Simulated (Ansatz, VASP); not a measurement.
# One calculation of PbSe, two programs

The input INCAR:

```
SYSTEM = PbSe
  ALGO = Normal
  EDIFF = 1E-6
  ENCUT = 500
  GGA = PE
  GGA_COMPAT = .FALSE.
  ISIF = 2
  ISMEAR = 0
  LASPH = .TRUE.
  LCHARG = .FALSE.
  LREAL = .FALSE.
  LWAVE = .FALSE.
  NBANDS = 17
  NELM = 120
  PREC = Accurate
  SIGMA = 0.1
```

File KPOINTS:

```
k-points
0
G
  6 6 6
  0 0 0
```

POSCAR

```
PbSe
1.0
    0.0000000000      3.0606500000      3.0606500000
    3.0606500000      0.0000000000      3.0606500000
    3.0606500000      3.0606500000      0.0000000000
Pb Se
1 1
Direct
    0.0000000000      0.0000000000      0.0000000000
    0.5000000000      0.5000000000      0.5000000000
```

Input for Ansatz:

```yaml
crystal:
  lattice:
    - [0.0, 3.06065, 3.06065]
    - [3.06065, 0.0, 3.06065]
    - [3.06065, 3.06065, 0.0]
  atoms:
    - { symbol: Pb, position: [0.0, 0.0, 0.0] }
    - { symbol: Se, position: [0.5, 0.5, 0.5] }
basis:
  ecutwfc: 420
kpoints:
  mp_grid: { grid: [6, 6, 6] }
hamiltonian:
  xc: pbe
scf:
  occupations: { method: gaussian, width: 0.1 }
output:
  forces: true
  stress: true
  eigenvalues: true
```

Alike in both runs: task single point; functional PBE; k mesh 6 × 6 × 6; occupations gaussian, width 0.1 eV; no spin polarisation.

|  | VASP | Ansatz |
| --- | --- | --- |
| version | VASP 6.6.1 | Ansatz 0.2.0 |
| potentials or method | VASP PAW PBE potentials, release 64 (Pb_d, Se), cutoff 500 eV | scalar-relativistic, plane waves, PAW |
| valence electrons in the cell | 20 | 30 |

|  | VASP | Ansatz | Ansatz less VASP |
| --- | --- | --- | --- |
| gap on the k mesh at the Fermi level (eV) | 0.29 | 0.29 | -0.005 |
| least direct gap on the mesh (eV) | 0.29 | 0.29 | -0.005 |
| pressure (GPa) | 2.4 | 2.4 | +0.02 |

VASP's potentials hold 20 valence electrons a cell and Ansatz's 30, so a difference there can come from the potentials and not from the codes.

Spin-orbit coupling is off throughout.
